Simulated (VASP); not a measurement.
# Nb (Im-3m) in VASP: a series of runs

Nb is run at these levels: PBE; tasks: single point.

Everything below comes from runs of VASP 6.6.1. Logs are shortened: lines on timing, memory, paths and dates and some standing lists are left out, and cuts for length are marked.

## (1) The cell of the first run

It takes space group Im-3m (No. 229, cubic). Conventional cell: a = 3.328 Å, b = 3.328 Å, c = 3.328 Å, α = 90.00°, β = 90.00°, γ = 90.00°. Nb (site symmetry m-3m) has 14 Nb at 2.88 to 3.33 Å within 3.8 Å.

## (2) Single point, PBE

The input, INCAR:

```
SYSTEM = Nb
ALGO = Normal ; EDIFF = 1E-6
ENCUT = 500 ; GGA = PE
GGA_COMPAT = .FALSE. ; ISIF = 2
ISMEAR = 0 ; LASPH = .TRUE.
LCHARG = .TRUE. ; LELF = .TRUE.
LREAL = .FALSE. ; LVHAR = .TRUE.
LWAVE = .FALSE. ; NBANDS = 12
NELM = 120 ; PREC = Accurate
SIGMA = 0.017
```

The input, KPOINTS:

```
k-points
0
G
  11 11 11
  0 0 0
```

The input, POSCAR:

```
Nb
1.0
   -1.6639500000      1.6639500000      1.6639500000
    1.6639500000     -1.6639500000      1.6639500000
    1.6639500000      1.6639500000     -1.6639500000
Nb
1
Direct
    0.0000000000      0.0000000000      0.0000000000
```

Potentials or basis: VASP PAW PBE potentials, release 64 (Nb_sv).

Launch:

```sh
> cat potpaw_PBE.64/Nb_sv/POTCAR > POTCAR
> mpirun -np 1 vasp_std > vasp.out
```

OUTCAR:

```text
SYSTEM = Nb
   EDIFF = 1E-6
   ENCUT = 500
   GGA = PE
   ISIF = 2
   ISMEAR = 0
   LASPH = .TRUE.
   LREAL = .FALSE.
   NELM = 120
   PREC = Accurate

 ion  position               nearest neighbor table
   1  0.000  0.000  0.000-

  LATTYP: Found a body centered cubic cell.
 ALAT       =     3.3279000000

  Lattice vectors:

 A1 = (  -1.6639500000,   1.6639500000,   1.6639500000)
 A2 = (   1.6639500000,  -1.6639500000,   1.6639500000)
 A3 = (   1.6639500000,   1.6639500000,  -1.6639500000)

Analysis of symmetry for initial positions (statically):
=====================================================================
 Subroutine PRICEL returns:
 Original cell was already a primitive cell.

 Routine SETGRP: Setting up the symmetry group for a
 body centered cubic supercell.

 Subroutine GETGRP returns: Found 48 space group operations
 (whereof 48 operations were pure point group operations)
 out of a pool of 48 trial point group operations.

The static configuration has the point symmetry O_h .

Analysis of symmetry for dynamics (positions and initial velocities):
=====================================================================
 Subroutine PRICEL returns:
 Original cell was already a primitive cell.

 Routine SETGRP: Setting up the symmetry group for a
 body centered cubic supercell.

 Subroutine GETGRP returns: Found 48 space group operations
 (whereof 48 operations were pure point group operations)
 out of a pool of 48 trial point group operations.

The dynamic configuration has the point symmetry O_h .

 Subroutine INISYM returns: Found 48 space group operations
 (whereof 48 operations are pure point group operations),
 and found     1 'primitive' translations

----------------------------------------------------------------------------------------

                                     Primitive cell

  volume of cell :      18.4281

  direct lattice vectors                    reciprocal lattice vectors
    -1.663950000  1.663950000  1.663950000     0.000000000  0.300489798  0.300489798
     1.663950000 -1.663950000  1.663950000     0.300489798  0.000000000  0.300489798
     1.663950000  1.663950000 -1.663950000     0.300489798  0.300489798  0.000000000

  length of vectors
     2.882045941  2.882045941  2.882045941     0.424956748  0.424956748  0.424956748

  position of ions in fractional coordinates (direct lattice)
     0.000000000  0.000000000  0.000000000

  ion indices of the primitive-cell ions
   primitive index   ion index
                 1           1

----------------------------------------------------------------------------------------

 KPOINTS: k-points

Automatic generation of k-mesh.
 Grid dimensions read from file:
 generate k-points for:   11   11   11

 Generating k-lattice:

  Cartesian coordinates                     Fractional coordinates (reciprocal lattice)
     0.000000000  0.027317254  0.027317254     0.090909091  0.000000000  0.000000000
     0.027317254  0.000000000  0.027317254     0.000000000  0.090909091  0.000000000
     0.027317254  0.027317254  0.000000000     0.000000000  0.000000000  0.090909091

  Length of vectors
     0.038632432  0.038632432  0.038632432

  Shift w.r.t. Gamma in fractional coordinates (k-lattice)
     0.000000000  0.000000000  0.000000000

 Subroutine IBZKPT returns following result:
 ===========================================

 Found     56 irreducible k-points:

 Following reciprocal coordinates:
            Coordinates               Weight
  0.000000  0.000000  0.000000      1.000000
  0.090909  0.000000  0.000000     12.000000
  0.181818  0.000000  0.000000     12.000000
  0.272727  0.000000  0.000000     12.000000
  0.363636  0.000000  0.000000     12.000000
  0.454545  0.000000  0.000000     12.000000
[... 16 lines left out ...]
  0.272727  0.181818  0.090909     48.000000
  0.363636  0.181818  0.090909     24.000000
 [... further k-points ...]
   k-points           NKPTS =     56   k-points in BZ     NKDIM =     56   number of bands    NBANDS=     12
   number of dos      NEDOS =    301   number of ions     NIONS =      1
   total plane-waves  NPLWV =  13824
   dimension x,y,z NGX =    24 NGY =   24 NGZ =   24
   dimension x,y,z NGXF=    48 NGYF=   48 NGZF=   48
   ions per type =               1
   NGX,Y,Z   is equivalent  to a cutoff of  13.84, 13.84, 13.84 a.u.
   NGXF,Y,Z  is equivalent  to a cutoff of  27.69, 27.69, 27.69 a.u.
 SYSTEM =  Nb
   PREC   = accura    normal or accurate (medium, high low for compatibility)
   ISTART =      0    job   : 0-new  1-cont  2-samecut
   ICHARG =      2    charge: 1-file 2-atom 10-const
   ISPIN  =      1    spin polarized calculation?
   LNONCOLLINEAR =      F non collinear calculations
   LSORBIT =      F    spin-orbit coupling
   LASPH  =      T    aspherical Exc in radial PAW
   ENCUT  =  500.0 eV  36.75 Ry    6.06 a.u.   5.25  5.25  5.25*2*pi/ulx,y,z
   NELM   =    120;   NELMIN=  2; NELMDL= -5     # of ELM steps
   EDIFF  = 0.1E-05   stopping-criterion for ELM
   LREAL  =      F    real-space projection
   EDIFFG = 0.1E-04   stopping-criterion for IOM
   NSW    =      0    number of steps for IOM
   IBRION =     -1    ionic relax: 0-MD 1-quasi-New 2-CG
   NFREE  =      0    steps in history (QN), initial steepest desc. (CG)
   ISIF   =      2    stress and relaxation
   ISYM   =      2    0-nonsym 1-usesym 2-fastsym
   POTIM  = 0.5000    time-step for ionic-motion
   TEBEG  =    0.0;   TEEND  =   0.0 temperature during run
   PSTRESS=    0.0 pullay stress
   NELECT =      13.0000    total number of electrons
   NUPDOWN=      -1.0000    fix difference up-down
   EMIN   =  10.00;   EMAX   =-10.00  energy-range for DOS
   EFERMI =   0.00;   METHOD = LEGACY
   ISMEAR =     0;   SIGMA  =   0.02  broadening in eV -4-tet -1-fermi 0-gaus
   EFERMI_NEDOS =   21; number of points for ismear=-14 and -15
   IALGO  =     38    algorithm
   IMIX   =      4    mixing-type and parameters
     AMIX     =   0.40;   BMIX     =  1.00
     AMIX_MAG =   1.60;   BMIX_MAG =  1.00
  volume/ion in A,a.u.               =      18.43       124.36
  Fermi-wavevector in a.u.,A,eV,Ry     =   1.457345  2.753983 28.896790  2.123854
  Thomas-Fermi vector in A             =   2.574157
   LORBIT       =      0    0 simple, 1 ext, 2 COOP (PROOUT), +10 PAW based schemes
   GGA     = PE    functional components
   LHFCALC =     F    Hartree Fock is set to
   AEXX    =    0.0000 exact exchange contribution
   IVDW    =     0    specifies the selected vdW correction
   LEPSILON=     F    determine dielectric tensor
   LRPA    =     F    only Hartree local field effects (RPA)
 non-spin polarized calculation
 Gauss-broadening in eV      SIGMA  =   0.02
  energy-cutoff  :      500.00
  volume of cell :       18.43
 maximum number of plane-waves:       478
 NGX is ok and might be reduce to    24
   NGX = 11   NGY = 11   NGZ = 11

 number of electron      12.9999999 magnetization

 Free energy of the ion-electron system (eV)
  ---------------------------------------------------
  ext. energy  EPLUGINS =         0.00000000
  ---------------------------------------------------
  free energy    TOTEN  =       -10.20603333 eV

  energy without entropy =      -10.20560365  energy(sigma->0) =      -10.20581849

 E-fermi :  10.7904     XC(G=0): -12.3859

 val. band max:       10.7780383717   @ k =  -0.1818   0.2727   0.0909
 cond. band min:      10.7906973458   @ k =   0.2727   0.0000   0.0000
 fundamental gap:      0.0126589740
 Fermi energy:        10.7904165615

 k-point     1 :       0.0000    0.0000    0.0000
  band No.  band energies     occupation
      1     -43.5610      2.00000
      2     -18.9035      2.00000
      3     -18.9035      2.00000
      4     -18.9035      2.00000
      5       4.9577      2.00000
      6      11.2217      0.00000
      7      11.2217      0.00000
      8      11.2217      0.00000
      9      14.0563      0.00000
     10      14.0563      0.00000
     11      25.0174      0.00000
     12      25.0174      0.00000

 k-point     2 :       0.0909    0.0000    0.0000
  band No.  band energies     occupation
      1     -43.5436      2.00000
      2     -19.0108      2.00000
      3     -18.9363      2.00000
      4     -18.9043      2.00000
      5       5.2859      2.00000
      6      11.0240      0.00000
      7      11.1666      0.00000
      8      11.5370      0.00000
      9      13.7782      0.00000
     10      14.0595      0.00000
     11      25.2694      0.00000
     12      25.5864      0.00000

 k-point     3 :       0.1818    0.0000    0.0000
  band No.  band energies     occupation
      1     -43.4967      2.00000
      2     -19.2917      2.00000
      3     -19.0233      2.00000
      4     -18.9066      2.00000
      5       6.1465      2.00000
      6      10.5409      2.00000
      7      10.9144      0.00000
      8      12.4505      0.00000
      9      13.4735      0.00000
     10      14.1050      0.00000
     11      25.5621      0.00000
     12      26.8173      0.00000
[... 286 lines left out ...]
 k-point    23 :       0.2727    0.1818    0.0909
  band No.  band energies     occupation
      1     -43.3385      2.00000
      2     -19.9391      2.00000
      3     -19.3921      2.00000
      4     -19.1036      2.00000
      5       8.6004      2.00000
      6       9.3831      2.00000
      7      10.5868      2.00000
      8      14.3062      0.00000
      9      14.7541      0.00000
     10      18.7874      0.00000
     11      22.1179      0.00000
     12      23.9080      0.00000

 k-point    24 :       0.3636    0.1818    0.0909
  band No.  band energies     occupation
      1     -43.3258      2.00000
      2     -19.9440      2.00000
      3     -19.4751      2.00000
      4     -19.1125      2.00000
      5       8.5144      2.00000
      6       9.3282      2.00000
      7      11.1361      0.00000
      8      14.4243      0.00000
      9      14.8175      0.00000
     10      19.6702      0.00000
     11      21.0464      0.00000
     12      23.3508      0.00000

 [... further k-points ...]

------------------------ aborting loop because EDIFF is reached ----------------------------------------

  FORCE on cell =-STRESS in cart. coord.  units (eV):
  Direction    XX          YY          ZZ          XY          YZ          ZX
  --------------------------------------------------------------------------------------
  -------------------------------------------------------------------------------------
  Total       -0.2443234     -0.2443234     -0.2443234      0.0000000     -0.0000000      0.0000000
  in kB      -21.2419695    -21.2419695    -21.2419695      0.0000000     -0.0000000      0.0000000
  external PRESSURE =     -21.2419695 kB  Pullay stress =       0.0000000 kB

 VOLUME and BASIS-vectors are now :
 -----------------------------------------------------------------------------
  energy-cutoff  :      500.00
  volume of cell :       18.43
      direct lattice vectors                 reciprocal lattice vectors
    -1.663950000  1.663950000  1.663950000     0.000000000  0.300489798  0.300489798
     1.663950000 -1.663950000  1.663950000     0.300489798  0.000000000  0.300489798
     1.663950000  1.663950000 -1.663950000     0.300489798  0.300489798  0.000000000

 POSITION                                       TOTAL-FORCE (eV/Angst)
 -----------------------------------------------------------------------------------
      0.00000      0.00000      0.00000        -0.000000     -0.000000      0.000000
 -----------------------------------------------------------------------------------
    total drift:                                0.000000      0.000000     -0.000000

  FREE ENERGIE OF THE ION-ELECTRON SYSTEM (eV)
  ---------------------------------------------------
  free  energy   TOTEN  =       -10.2060333257 eV

  energy  without entropy=      -10.2056036486  energy(sigma->0) =      -10.20581849
```

Wall time 8.9 s (1 thread of Intel Xeon 6975P-C, shared host); peak memory 0.14 GiB.

What came out:

```yaml
Free_energy: -10.2060 eV
Pressure: -2.1 GPa
```

## (3) Single point, PBE

The input, INCAR:

```
PREC = Accurate
ENCUT = 500
EDIFF = 1E-6
ISMEAR = 0
SIGMA = 0.02
LREAL = F
LASPH = T
NELM = 120
ALGO = Normal
ISIF = 2
LWAVE = F
LCHARG = F
GGA = PE
NBANDS = 12
GGA_COMPAT = F
```

The input, KPOINTS:

```
regular mesh
0
Gamma
  11 11 11
```

POSCAR is that of step 2.

Potentials or basis: VASP PAW PBE potentials, release 64 (Nb_sv).

Launch:

```sh
> cat potpaw_PBE.64/Nb_sv/POTCAR > POTCAR
> mpirun -np 1 vasp_std > vasp.out
```

OUTCAR:

```text
PREC = Accurate
   ENCUT = 500
   EDIFF = 1E-6
   ISMEAR = 0
   LREAL = F
   LASPH = T
   NELM = 120
   ISIF = 2
   GGA = PE

 ion  position               nearest neighbor table
   1  0.000  0.000  0.000-

  LATTYP: Found a body centered cubic cell.
 ALAT       =     3.3279000000

  Lattice vectors:

 A1 = (  -1.6639500000,   1.6639500000,   1.6639500000)
 A2 = (   1.6639500000,  -1.6639500000,   1.6639500000)
 A3 = (   1.6639500000,   1.6639500000,  -1.6639500000)

Analysis of symmetry for initial positions (statically):
=====================================================================
 Subroutine PRICEL returns:
 Original cell was already a primitive cell.

 Routine SETGRP: Setting up the symmetry group for a
 body centered cubic supercell.

 Subroutine GETGRP returns: Found 48 space group operations
 (whereof 48 operations were pure point group operations)
 out of a pool of 48 trial point group operations.

The static configuration has the point symmetry O_h .

[... 167 lines left out ...]
  band No.  band energies     occupation
      1     -43.5611      2.00000
      2     -18.9036      2.00000
      3     -18.9036      2.00000
      4     -18.9036      2.00000
      5       4.9577      2.00000
      6      11.2217      0.00000
      7      11.2217      0.00000
      8      11.2217      0.00000
      9      14.0563      0.00000
     10      14.0563      0.00000
     11      25.0174      0.00000
     12      25.0174      0.00000
[... 331 lines left out ...]
 k-point    24 :       0.3636    0.1818    0.0909
  band No.  band energies     occupation
      1     -43.3259      2.00000
      2     -19.9440      2.00000
      3     -19.4752      2.00000
      4     -19.1125      2.00000
      5       8.5144      2.00000
      6       9.3282      2.00000
      7      11.1361      0.00000
      8      14.4243      0.00000
      9      14.8174      0.00000
     10      19.6701      0.00000
     11      21.0463      0.00000
     12      23.3508      0.00000

 [... further k-points ...]

------------------------ aborting loop because EDIFF is reached ----------------------------------------

  FORCE on cell =-STRESS in cart. coord.  units (eV):
  Direction    XX          YY          ZZ          XY          YZ          ZX
  --------------------------------------------------------------------------------------
  -------------------------------------------------------------------------------------
  Total       -0.2443079     -0.2443079     -0.2443079     -0.0000000      0.0000000     -0.0000000
  in kB      -21.2406241    -21.2406241    -21.2406241     -0.0000000      0.0000000     -0.0000000
  external PRESSURE =     -21.2406241 kB  Pullay stress =       0.0000000 kB

 VOLUME and BASIS-vectors are now :
 -----------------------------------------------------------------------------
  energy-cutoff  :      500.00
  volume of cell :       18.43
      direct lattice vectors                 reciprocal lattice vectors
    -1.663950000  1.663950000  1.663950000     0.000000000  0.300489798  0.300489798
     1.663950000 -1.663950000  1.663950000     0.300489798  0.000000000  0.300489798
     1.663950000  1.663950000 -1.663950000     0.300489798  0.300489798  0.000000000

 POSITION                                       TOTAL-FORCE (eV/Angst)
 -----------------------------------------------------------------------------------
      0.00000      0.00000      0.00000         0.000000     -0.000000     -0.000000
 -----------------------------------------------------------------------------------
    total drift:                               -0.000000      0.000000      0.000000

  FREE ENERGIE OF THE ION-ELECTRON SYSTEM (eV)
  ---------------------------------------------------
  free  energy   TOTEN  =       -10.2061143269 eV

  energy  without entropy=      -10.2055415946  energy(sigma->0) =      -10.20582796
```

stdout:

```text
POSCAR found type information on POSCAR Nb
 POSCAR found :  1 types and       1 ions
 scaLAPACK will be used
 LDA part: xc-table for (Slater+PW92), standard interpolation
 POSCAR, INCAR and KPOINTS ok, starting setup
 FFT: planning ... GRIDC
 FFT: planning ... GRID_SOFT
 FFT: planning ... GRID
 WAVECAR not read
 entering main loop
```

Wall time 7.5 s (1 thread of Intel Xeon 6975P-C, shared host); peak memory 0.14 GiB.

What came out:

- Free energy: -10.2061 eV
- Pressure: -2.1 GPa

(Continued in part 2 of 2.)
